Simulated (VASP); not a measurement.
# MgO (P6_3/mmc) in VASP: a series of runs, part 2 of 2

VASP 6.6.1. The steps go on from the part before.

### 4 Single point, PBE

This run uses another cell than the first one, of 9.77 Å³/atom, 1.064 times its volume.

Input file INCAR:

```
  PREC = Accurate
  ENCUT = 520
  EDIFF = 1E-6
  ISMEAR = 0
  SIGMA = 0.01
  LREAL = False
  LASPH = True
  NELM = 100
  ALGO = Normal
  ISIF = 2
  LWAVE = False
  LCHARG = False
  GGA = PE
  NBANDS = 16
```

Input file KPOINTS:

```
regular mesh
0
Gamma
  9 9 4
```

Input file POSCAR:

```
MgO
1.0
    2.9580674115      0.0000000000      0.0000000000
   -1.4790337058      2.5617615245      0.0000000000
    0.0000000000      0.0000000000      5.1566988608
Mg O
2 2
Direct
    0.0000000000      0.0000000000      0.0000000000
    0.0000000000      0.0000000000      0.5000000000
    0.3333333333      0.6666666667      0.2500000000
    0.6666666667      0.3333333333      0.7500000000
```

Potentials or basis: VASP PAW PBE potentials, release 64 (Mg, O).

On the command line:

```sh
> cat potpaw_PBE.64/Mg/POTCAR potpaw_PBE.64/O/POTCAR > POTCAR
> mpirun -np 1 vasp_std > vasp.out
```

OUTCAR:

```text
PREC = Accurate
   ENCUT = 520
   EDIFF = 1E-6
   ISMEAR = 0
   LREAL = False
   LASPH = True
   NELM = 100
   ISIF = 2
   GGA = PE

 ion  position               nearest neighbor table
   1  0.000  0.000  0.000-   3 2.14   4 2.14   4 2.14   3 2.14   4 2.14   3 2.14   2 2.58   2 2.58

   2  0.000  0.000  0.500-   3 2.14   4 2.14   4 2.14   3 2.14   4 2.14   3 2.14   1 2.58   1 2.58

   3  0.333  0.667  0.250-   1 2.14   2 2.14   1 2.14   2 2.14   1 2.14   2 2.14
   4  0.667  0.333  0.750-   1 2.14   2 2.14   1 2.14   2 2.14   1 2.14   2 2.14

  LATTYP: Found a hexagonal cell.
 ALAT       =     2.9580674115
 C/A-ratio  =     1.7432661746

  Lattice vectors:

 A1 = (   2.9580674115,   0.0000000000,   0.0000000000)
 A2 = (  -1.4790337058,   2.5617615245,   0.0000000000)
 A3 = (   0.0000000000,   0.0000000000,   5.1566988608)

Analysis of symmetry for initial positions (statically):
=====================================================================
 Subroutine PRICEL returns:
 Original cell was already a primitive cell.

 Routine SETGRP: Setting up the symmetry group for a
 hexagonal supercell.

 Subroutine GETGRP returns: Found 24 space group operations
 (whereof 12 operations were pure point group operations)
 out of a pool of 24 trial point group operations.

The static configuration has the point symmetry D_3d.
 The point group associated with its full space group is D_6h.

Analysis of symmetry for dynamics (positions and initial velocities):
=====================================================================
 Subroutine PRICEL returns:
 Original cell was already a primitive cell.

 Routine SETGRP: Setting up the symmetry group for a
 hexagonal supercell.

 Subroutine GETGRP returns: Found 24 space group operations
 (whereof 12 operations were pure point group operations)
 out of a pool of 24 trial point group operations.

The dynamic configuration has the point symmetry D_3d.
 The point group associated with its full space group is D_6h.

 Subroutine INISYM returns: Found 24 space group operations
 (whereof 12 operations are pure point group operations),
[... 123 lines left out ...]
  Thomas-Fermi vector in A             =   2.351030
   LORBIT       =      0    0 simple, 1 ext, 2 COOP (PROOUT), +10 PAW based schemes
   GGA     = PE    functional components
   LHFCALC =     F    Hartree Fock is set to
   AEXX    =    0.0000 exact exchange contribution
   IVDW    =     0    specifies the selected vdW correction
   LEPSILON=     F    determine dielectric tensor
   LRPA    =     F    only Hartree local field effects (RPA)
 non-spin polarized calculation
 Gauss-broadening in eV      SIGMA  =   0.01
  energy-cutoff  :      520.00
  volume of cell :       39.08
 maximum number of plane-waves:      1080
 NGX is ok and might be reduce to    24
   NGX = 11   NGY = 11   NGZ = 19

 number of electron      16.0000005 magnetization

 Free energy of the ion-electron system (eV)
  ---------------------------------------------------
  ext. energy  EPLUGINS =         0.00000000
  ---------------------------------------------------
  free energy    TOTEN  =       -23.22404294 eV

  energy without entropy =      -23.22404294  energy(sigma->0) =      -23.22404294

 E-fermi :   3.0778     XC(G=0): -10.8545

 val. band max:        3.0262459766   @ k =   0.0000   0.0000   0.0000
 cond. band min:       7.1373718634   @ k =   0.0000   0.0000   0.0000
 fundamental gap:      4.1111258868
 Fermi energy:         3.0778489341

 k-point     1 :       0.0000    0.0000    0.0000
  band No.  band energies     occupation
      1     -14.1713      2.00000
      2     -13.1466      2.00000
      3      -1.7728      2.00000
      4       2.5299      2.00000
      5       2.5396      2.00000
      6       2.5396      2.00000
[... 433 lines left out ...]
      3      -0.3322      2.00000
      4      -0.1603      2.00000
      5      -0.1603      2.00000
      6       0.5978      2.00000
[... 8 lines left out ...]
     15      17.0059      0.00000
     16      21.1497      0.00000

 [... further k-points ...]

------------------------ aborting loop because EDIFF is reached ----------------------------------------

  FORCE on cell =-STRESS in cart. coord.  units (eV):
  Direction    XX          YY          ZZ          XY          YZ          ZX
  --------------------------------------------------------------------------------------
  -------------------------------------------------------------------------------------
  Total       -0.1650594     -0.1650594     -0.1714195      0.0000000      0.0000000      0.0000000
  in kB       -6.7675646     -6.7675646     -7.0283333      0.0000000      0.0000000      0.0000000
  external PRESSURE =      -6.8544875 kB  Pullay stress =       0.0000000 kB

 VOLUME and BASIS-vectors are now :
 -----------------------------------------------------------------------------
  energy-cutoff  :      520.00
  volume of cell :       39.08
      direct lattice vectors                 reciprocal lattice vectors
     2.958067412  0.000000000  0.000000000     0.338058557  0.195178199  0.000000000
    -1.479033706  2.561761525  0.000000000     0.000000000  0.390356398  0.000000000
     0.000000000  0.000000000  5.156698861     0.000000000  0.000000000  0.193922513

 POSITION                                       TOTAL-FORCE (eV/Angst)
 -----------------------------------------------------------------------------------
      0.00000      0.00000      0.00000        -0.000000      0.000000     -0.000000
      0.00000      0.00000      2.57835        -0.000000      0.000000     -0.000000
     -0.00000      1.70784      1.28917        -0.000000      0.000000      0.000000
      1.47903      0.85392      3.86752         0.000000     -0.000000     -0.000000
 -----------------------------------------------------------------------------------
    total drift:                               -0.000000      0.000000     -0.000000

  FREE ENERGIE OF THE ION-ELECTRON SYSTEM (eV)
  ---------------------------------------------------
  free  energy   TOTEN  =       -23.2240429449 eV

  energy  without entropy=      -23.2240429449  energy(sigma->0) =      -23.22404294
```

OSZICAR:

```text
N       E                     dE             d eps       ncg     rms          rms(c)
DAV:   1     0.524358033200E+02    0.52436E+02   -0.79206E+03  1216   0.892E+02
DAV:   2    -0.234230191280E+02   -0.75859E+02   -0.71251E+02  1600   0.197E+02
DAV:   3    -0.263244908641E+02   -0.29015E+01   -0.28968E+01  1344   0.374E+01
DAV:   4    -0.263343453136E+02   -0.98544E-02   -0.98542E-02  1488   0.254E+00
DAV:   5    -0.263343873961E+02   -0.42083E-04   -0.42082E-04  1344   0.163E-01    0.101E+01
DAV:   6    -0.232644502451E+02    0.30699E+01   -0.80179E+00  1168   0.224E+01    0.324E+00
DAV:   7    -0.232384973672E+02    0.25953E-01   -0.14519E-01  1232   0.315E+00    0.198E+00
DAV:   8    -0.232260134884E+02    0.12484E-01   -0.74923E-02  1176   0.295E+00    0.469E-01
DAV:   9    -0.232243682978E+02    0.16452E-02   -0.10468E-03  1544   0.314E-01    0.262E-01
DAV:  10    -0.232240520628E+02    0.31624E-03   -0.24669E-03  1272   0.398E-01    0.465E-02
DAV:  11    -0.232240423287E+02    0.97341E-05   -0.46136E-05  1224   0.647E-02    0.130E-02
DAV:  12    -0.232240429449E+02   -0.61611E-06   -0.64208E-06  1264   0.232E-02
   1 F= -.23224043E+02 E0= -.23224043E+02  d E =-.948485E-16
```

Wall time 16 s (1 thread of Intel Xeon 6975P-C, shared host); peak memory 0.17 GiB.

Results:

* Free energy: -23.2240 eV
* Pressure: -0.7 GPa
* Band gap on the k mesh: 4.11 eV, direct

Levels at points of the mesh, in eV from the valence-band top:
| k point | band 6 | band 7 | band 8 | band 9 | band 10 | band 11 |
| --- | --- | --- | --- | --- | --- | --- |
| (0.00, 0.00, 0.00) | -0.49 | 0.00 | 0.00 | 4.11 | 7.88 | 11.33 |
| (0.00, 0.00, 0.50) | -0.25 | -0.25 | -0.25 | 6.55 | 6.55 | 11.68 |

### 5 Summary

```tsv
cell	gap on the mesh (eV)	pressure (GPa)
a = 2.898, b = 2.898, c = 5.051 Å, angles 90.0, 90.0, 120.0°, 4 atoms	4.70	9.5
a = 2.928, b = 2.928, c = 5.105 Å, angles 90.0, 90.0, 120.0°, 4 atoms	4.39	4.0
a = 2.958, b = 2.958, c = 5.157 Å, angles 90.0, 90.0, 120.0°, 4 atoms	4.11	-0.7
```

Alike in all rows: task single point; level PBE; potentials or basis VASP PAW PBE potentials, release 64 (Mg, O); no spin polarisation; k mesh 9 × 9 × 4; cutoff (eV) 520; smearing gaussian 0.01 eV.

Total energies depend on the potentials used, so only differences within one code and one set of settings carry meaning.
